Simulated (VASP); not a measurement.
KMgF3, 5 atoms in the cell. Symmetry: P4/mmm, No. 123, tetragonal system. The conventional cell has a = 4.046 Å, b = 4.046 Å, c = 3.926 Å, α = 90.00°, β = 90.00°, γ = 90.00°. Within 3.7 Å of K (site symmetry 4/mmm) lie 12 F at 2.82 to 2.86 Å and 8 Mg at 3.47 Å. Within 2.6 Å of Mg (site symmetry 4/mmm) lie 6 F at 1.96 to 2.02 Å. F (site symmetry mmm) has 2 Mg at 2.02 Å within 2.7 Å. Within 2.6 Å of F (site symmetry 4/mmm) lie 2 Mg at 1.96 Å.  This cell differs from its parent crystal: strain +0.015 along x and y, -0.015 along z.

```yaml
Program: VASP 6.6.1
Task: single point
Functional: PBEsol
Potentials_or_basis: VASP PAW PBE potentials, release 64 (K_sv, Mg, F)
Cutoff: 520 eV
k_mesh: 6 × 6 × 6
Occupations: gaussian, width 0.05 eV
Spin: no spin polarisation
Dipole_correction: no
Further_INCAR_settings: ALGO = Normal; EDIFF = 1e-06; NBANDS = 24
```

Potentials or basis: VASP PAW PBE potentials, release 64 (K_sv, Mg, F).

The run is started by

```sh
$ cat potpaw_PBE.64/K_sv/POTCAR potpaw_PBE.64/Mg/POTCAR potpaw_PBE.64/F/POTCAR > POTCAR
$ mpirun -np 1 vasp_std > vasp.out
```

Hardware: 1 thread of Intel(R) Xeon(R) Platinum 8488C (Sapphire Rapids), on a shared host.

**Question.** How long does it take, and how much memory?

**Answer.** Run time: 38 s on 1 thread of Intel(R) Xeon(R) Platinum 8488C (Sapphire Rapids), with other jobs on the host, peak memory 0.2 GiB. Counts: scf iterations 13, k points 40.
